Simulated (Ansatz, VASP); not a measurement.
## One calculation of InSe, two programs

INCAR

```
ALGO     = Normal         # electronic algorithm
DIPOL    = 0.5 0.5 0.408
EDIFF    = 1E-7           # SCF threshold, eV
ENCUT    = 520            # plane-wave cutoff, eV
GGA      = PE             # functional
IDIPOL   = 3            
ISIF     = 2              # what is computed and relaxed
ISMEAR   = 0              # smearing method
IVDW     = 12             # dispersion correction
LASPH    = True           # aspherical terms in the spheres
LCHARG   = False          # write CHGCAR
LDIPOL   = True         
LREAL    = False          # projectors in reciprocal space
LWAVE    = False          # write WAVECAR
NBANDS   = 48             # bands
NELM     = 80             # most SCF steps
PREC     = Accurate       # precision mode
SIGMA    = 0.05           # smearing width, eV
```

Contents of KPOINTS:

```
k-points
0
Gamma
  9 9 1
```

File POSCAR:

```
InSe
1.0
    4.0266103653      0.0000000000      0.0000000000
   -2.0133051827      3.4871468675      0.0000000000
    0.0000000000      0.0000000000     28.2707107737
Se In
4 4
Direct
    0.0000000000      0.0000000000      0.1591753400
    0.0000000000      0.0000000000      0.3496677344
    0.2222222222      0.8888888889      0.4667500401
    0.2222222222      0.8888888889      0.6572424345
    0.6666666667      0.3333333333      0.2049979902
    0.6666666667      0.3333333333      0.3038451596
   -0.4444444444      0.5555555556      0.5125726903
   -0.4444444444      0.5555555556      0.6114198596
```

Input for Ansatz:

```yaml
crystal:
  lattice:
    - [4.0266103653, 0.0, 0.0]
    - [-2.0133051827, 3.4871468675, 0.0]
    - [0.0, 0.0, 28.2707107737]
  atoms:
    - { symbol: Se, position: [0.0, 0.0, 0.15917534] }
    - { symbol: In, position: [0.6666666667, 0.3333333333, 0.2049979902] }
    - { symbol: In, position: [0.6666666667, 0.3333333333, 0.3038451596] }
    - { symbol: Se, position: [0.0, 0.0, 0.3496677344] }
    - { symbol: Se, position: [0.2222222222, 0.8888888889, 0.4667500401] }
    - { symbol: In, position: [-0.4444444444, 0.5555555556, 0.5125726903] }
    - { symbol: In, position: [-0.4444444444, 0.5555555556, 0.6114198596] }
    - { symbol: Se, position: [0.2222222222, 0.8888888889, 0.6572424345] }
basis:
  ecutwfc: 420
kpoints:
  mp_grid: { grid: [9, 9, 1] }
hamiltonian:
  xc: pbe
  pseudopotentials: { kind: paw, azcp: { folder: soft_1 } }
  dispersion: d3bj
scf:
  occupations: { method: gaussian, width: 0.05 }
output:
  forces: true
  eigenvalues: true
efield:
  axis: 3
  dipole_correction: true
  ramp_width: 0.04
```

Alike in both runs: task single point; functional PBE; dispersion D3(BJ); k mesh 9 × 9 × 1; occupations gaussian, width 0.05 eV; no spin polarisation.

|  | VASP | Ansatz |
| --- | --- | --- |
| version | VASP 6.6.1 | Ansatz 0.2.0 |
| potentials or method | VASP PAW PBE potentials, release 64 (Se, In_d), cutoff 520 eV | scalar-relativistic, plane waves, PAW |
| valence electrons in the cell | 76 | 116 |

Ansatz gave:

```
gap on the k mesh at the Fermi level (eV) : 1.09
least direct gap on the mesh (eV)         : 1.15
rms of the force components (eV/Å)        : 0.028
```

What did VASP give for the same quantities?

gap on the k mesh at the Fermi level (eV): 1.08; least direct gap on the mesh (eV): 1.14; rms of the force components (eV/Å): 0.027.

VASP's potentials hold 76 valence electrons a cell and Ansatz's 116, so a difference there can come from the potentials and not from the codes.
